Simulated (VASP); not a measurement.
# CdSe (P6_3mc) in VASP: a series of runs, part 2 of 2

VASP 6.6.1. The steps go on from the part before.

## Step 4: Single point, PBE (strain +0.050 along x and y, +0.050 along z)

Input file INCAR:

```
SYSTEM = CdSe
ALGO     = Normal         ! electronic algorithm
EDIFF    = 1E-7           ! SCF threshold, eV
ENCUT    = 520            ! plane-wave cutoff, eV
GGA      = PE             ! functional
ISIF     = 2              ! what is computed and relaxed
ISMEAR   = 0              ! smearing method
LASPH    = .TRUE.         ! aspherical terms in the spheres
LCHARG   = .TRUE.         ! write CHGCAR
LELF     = .TRUE.         ! ELF
LREAL    = .FALSE.        ! projectors in reciprocal space
LVHAR    = .TRUE.       
LWAVE    = .FALSE.        ! write WAVECAR
NBANDS   = 26             ! bands
NELM     = 100            ! most SCF steps
PREC     = Accurate       ! precision mode
SIGMA    = 0.05           ! smearing width, eV
```

Input file KPOINTS:

```
k-points
0
G
  6 6 4
  0 0 0
```

Input file POSCAR:

```
CdSe
1.0
    4.5134249099      0.0000000000      0.0000000000
   -2.2567124550      3.9087406301      0.0000000000
    0.0000000000      0.0000000000      7.3659600000
Cd Se
2 2
Direct
    0.6666666667      0.3333333333      0.0000000000
    0.3333333333      0.6666666667      0.5000000000
    0.6666666667      0.3333333333      0.3750000000
    0.3333333333      0.6666666667      0.8750000000
```

Potentials or basis: VASP PAW PBE potentials, release 64 (Cd, Se).

The run is started by

```sh
$ cat potpaw_PBE.64/Cd/POTCAR potpaw_PBE.64/Se/POTCAR > POTCAR
$ mpirun -np 1 vasp_std > vasp.out
```

OUTCAR:

```text
SYSTEM = CdSe
   EDIFF = 1E-7
   ENCUT = 520
   GGA = PE
   ISIF = 2
   ISMEAR = 0
   LASPH = .TRUE.
   LREAL = .FALSE.
   NELM = 100
   PREC = Accurate

 ion  position               nearest neighbor table
   1  0.667  0.333  0.000-   3 2.76   4 2.76   4 2.76   4 2.76
   2  0.333  0.667  0.500-   4 2.76   3 2.76   3 2.76   3 2.76
   3  0.667  0.333  0.375-   1 2.76   2 2.76   2 2.76   2 2.76
   4  0.333  0.667  0.875-   2 2.76   1 2.76   1 2.76   1 2.76

  LATTYP: Found a hexagonal cell.
 ALAT       =     4.5134249099
 C/A-ratio  =     1.6320111993

  Lattice vectors:

 A1 = (   4.5134249099,   0.0000000000,   0.0000000000)
 A2 = (  -2.2567124550,   3.9087406301,   0.0000000000)
 A3 = (   0.0000000000,   0.0000000000,   7.3659600000)

Analysis of symmetry for initial positions (statically):
=====================================================================
 Subroutine PRICEL returns:
 Original cell was already a primitive cell.

 Routine SETGRP: Setting up the symmetry group for a
 hexagonal supercell.

 Subroutine GETGRP returns: Found 12 space group operations
 (whereof  6 operations were pure point group operations)
 out of a pool of 24 trial point group operations.

The static configuration has the point symmetry C_3v.
 The point group associated with its full space group is C_6v.

Analysis of symmetry for dynamics (positions and initial velocities):
=====================================================================
 Subroutine PRICEL returns:
 Original cell was already a primitive cell.

 Routine SETGRP: Setting up the symmetry group for a
 hexagonal supercell.

 Subroutine GETGRP returns: Found 12 space group operations
[... 116 lines left out ...]
   NUPDOWN=      -1.0000    fix difference up-down
   EMIN   =  10.00;   EMAX   =-10.00  energy-range for DOS
   EFERMI =   0.00;   METHOD = LEGACY
   ISMEAR =     0;   SIGMA  =   0.05  broadening in eV -4-tet -1-fermi 0-gaus
   EFERMI_NEDOS =   21; number of points for ismear=-14 and -15
   IALGO  =     38    algorithm
   IMIX   =      4    mixing-type and parameters
     AMIX     =   0.40;   BMIX     =  1.00
     AMIX_MAG =   1.60;   BMIX_MAG =  1.00
  volume/ion in A,a.u.               =      32.49       219.23
  Fermi-wavevector in a.u.,A,eV,Ry     =   1.067214  2.016742 15.496298  1.138946
  Thomas-Fermi vector in A             =   2.202823
   LORBIT       =      0    0 simple, 1 ext, 2 COOP (PROOUT), +10 PAW based schemes
   GGA     = PE    functional components
   LHFCALC =     F    Hartree Fock is set to
   AEXX    =    0.0000 exact exchange contribution
   IVDW    =     0    specifies the selected vdW correction
   LEPSILON=     F    determine dielectric tensor
   LRPA    =     F    only Hartree local field effects (RPA)
 non-spin polarized calculation
 Gauss-broadening in eV      SIGMA  =   0.05
  energy-cutoff  :      520.00
  volume of cell :      129.95
 maximum number of plane-waves:      3544
 NGX is ok and might be reduce to    36
   NGX = 17   NGY = 17   NGZ = 27

 number of electron      35.9999999 magnetization

 Free energy of the ion-electron system (eV)
  ---------------------------------------------------
  ext. energy  EPLUGINS =         0.00000000
  ---------------------------------------------------
  free energy    TOTEN  =       -10.88690873 eV

  energy without entropy =      -10.88690873  energy(sigma->0) =      -10.88690873

 E-fermi :   0.0882     XC(G=0):  -8.2410

 val. band max:       -0.0867302125   @ k =   0.0000   0.0000   0.0000
 cond. band min:       0.2582814739   @ k =   0.0000   0.0000   0.0000
 fundamental gap:      0.3450116864
 Fermi energy:         0.0882249779

 k-point     1 :       0.0000    0.0000    0.0000
  band No.  band energies     occupation
      1     -11.9858      2.00000
      2     -11.7222      2.00000
      3      -7.6506      2.00000
      4      -7.6426      2.00000
      5      -7.6426      2.00000
      6      -7.5979      2.00000
[... 598 lines left out ...]
     25       8.1451      0.00000
     26       8.1451      0.00000

------------------------ aborting loop because EDIFF is reached ----------------------------------------

  FORCE on cell =-STRESS in cart. coord.  units (eV):
  Direction    XX          YY          ZZ          XY          YZ          ZX
  --------------------------------------------------------------------------------------
  -------------------------------------------------------------------------------------
  Total       -2.4626206     -2.4626206     -2.4160806      0.0000000      0.0000000      0.0000000
  in kB      -30.3623692    -30.3623692    -29.7885646      0.0000000      0.0000000      0.0000000
  external PRESSURE =     -30.1711010 kB  Pullay stress =       0.0000000 kB

 VOLUME and BASIS-vectors are now :
 -----------------------------------------------------------------------------
  energy-cutoff  :      520.00
  volume of cell :      129.95
      direct lattice vectors                 reciprocal lattice vectors
     4.513424910  0.000000000  0.000000000     0.221561236  0.127918439  0.000000000
    -2.256712455  3.908740630  0.000000000     0.000000000  0.255836878  0.000000000
     0.000000000  0.000000000  7.365960000     0.000000000  0.000000000  0.135759629

 POSITION                                       TOTAL-FORCE (eV/Angst)
 -----------------------------------------------------------------------------------
      2.25671      1.30291      0.00000        -0.000000      0.000000     -0.021782
     -0.00000      2.60583      3.68298         0.000000     -0.000000     -0.021782
      2.25671      1.30291      2.76223         0.000000      0.000000      0.021782
     -0.00000      2.60583      6.44522         0.000000      0.000000      0.021782
 -----------------------------------------------------------------------------------
    total drift:                                0.000000     -0.000000     -0.000751

  FREE ENERGIE OF THE ION-ELECTRON SYSTEM (eV)
  ---------------------------------------------------
  free  energy   TOTEN  =       -10.8869087348 eV

  energy  without entropy=      -10.8869087310  energy(sigma->0) =      -10.88690873
```

OSZICAR:

```text
N       E                     dE             d eps       ncg     rms          rms(c)
DAV:   1     0.231300174788E+03    0.23130E+03   -0.16720E+04  1092   0.122E+03
DAV:   2     0.102251989197E+01   -0.23028E+03   -0.22359E+03  1228   0.297E+02
DAV:   3    -0.115867795082E+02   -0.12609E+02   -0.12537E+02  1266   0.690E+01
DAV:   4    -0.117037083284E+02   -0.11693E+00   -0.11677E+00  1228   0.620E+00
DAV:   5    -0.117044551694E+02   -0.74684E-03   -0.74681E-03  1232   0.488E-01    0.658E+00
DAV:   6    -0.109147872239E+02    0.78967E+00   -0.13670E+00  1138   0.100E+01    0.546E+00
DAV:   7    -0.108854759365E+02    0.29311E-01   -0.40128E-01  1144   0.315E+00    0.249E+00
DAV:   8    -0.108864388486E+02   -0.96291E-03   -0.28592E-02  1134   0.161E+00    0.336E-01
DAV:   9    -0.108865429091E+02   -0.10406E-03   -0.50091E-03  1222   0.690E-01    0.829E-02
DAV:  10    -0.108868352217E+02   -0.29231E-03   -0.68957E-04  1134   0.241E-01    0.675E-02
DAV:  11    -0.108869180688E+02   -0.82847E-04   -0.17817E-04  1142   0.704E-02    0.184E-02
DAV:  12    -0.108869067738E+02    0.11295E-04   -0.23392E-05  1188   0.365E-02    0.556E-03
DAV:  13    -0.108869083057E+02   -0.15319E-05   -0.75918E-06  1132   0.122E-02    0.583E-03
DAV:  14    -0.108869085105E+02   -0.20480E-06   -0.16248E-07   992   0.386E-03    0.255E-03
DAV:  15    -0.108869086995E+02   -0.18905E-06   -0.58976E-08   802   0.164E-03    0.602E-04
DAV:  16    -0.108869087348E+02   -0.35232E-07   -0.11601E-08   564   0.525E-04
   1 F= -.10886909E+02 E0= -.10886909E+02  d E =-.374303E-08
```

stdout:

```text
POSCAR found type information on POSCAR CdSe
 POSCAR found :  2 types and       4 ions
 scaLAPACK will be used
 LDA part: xc-table for (Slater+PW92), standard interpolation
 POSCAR, INCAR and KPOINTS ok, starting setup
 FFT: planning ... GRIDC
 FFT: planning ... GRID_SOFT
 FFT: planning ... GRID
 WAVECAR not read
 entering main loop
```

Wall time 36 s (1 thread of Intel Xeon 6975P-C (Granite Rapids), shared host); peak memory 0.27 GiB.

Results:

```
Free energy            : -10.8869 eV
Pressure               : -3.0 GPa
Largest force          : 0.022 eV/Å
Band gap on the k mesh : 0.34 eV, direct
```

Forces in eV/Å, atoms in the order of the input:
```
Cd   0.000  0.000 -0.022
Cd   0.000  0.000 -0.022
Se   0.000  0.000  0.022
Se   0.000  0.000  0.022
```

Caveat: the cell differs from its parent crystal (strain +0.050 along x and y, +0.050 along z).

## Step 5: Overview

```tsv
cell	gap on the mesh (eV)	pressure (GPa)	largest force (eV/Å)
a = 4.406, b = 4.406, c = 7.366 Å, angles 90.0, 90.0, 120.0°, 4 atoms	0.44	-1.4	0.08
a = 4.513, b = 4.513, c = 7.191 Å, angles 90.0, 90.0, 120.0°, 4 atoms	0.42	-2.2	0.13
a = 4.513, b = 4.513, c = 7.366 Å, angles 90.0, 90.0, 120.0°, 4 atoms	0.34	-3.0	0.02
```

Alike in all rows: task single point; level PBE; potentials or basis VASP PAW PBE potentials, release 64 (Cd, Se); no spin polarisation; k mesh 6 × 6 × 4; cutoff (eV) 520; smearing gaussian 0.05 eV.

Absolute energies hang on the potentials; compare differences alone.
